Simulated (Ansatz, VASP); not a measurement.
**One calculation of ScAl3, two programs**

```
Sc Al
1.0
     4.01851    0.00000    0.00000
     0.00000    4.01851    0.00000
     0.00000    0.00000    4.01851
Sc Al
1 3
Direct
  0.00000 0.00000 0.00000
  0.50000 0.00000 0.50000
  0.00000 0.50000 0.50000
  0.50000 0.50000 0.00000
```

Alike in both runs: task single point; functional PBEsol; dispersion D3(BJ); k mesh 6 × 6 × 6; no spin polarisation.

```csv
,VASP,Ansatz
version,VASP 6.6.1,Ansatz 0.2.0
potentials or method,"VASP PAW PBE potentials, release 64 (Sc_sv, Al), cutoff 520 eV","plane waves, PAW"
occupations,"fermi-dirac, width 0.1 eV",fermi-dirac
valence electrons in the cell,20,20
```

```csv
,VASP,Ansatz,Ansatz less VASP
pressure (GPa),0.2,0.0,-0.14
```

VASP's potentials were made for PBE, not for PBEsol.
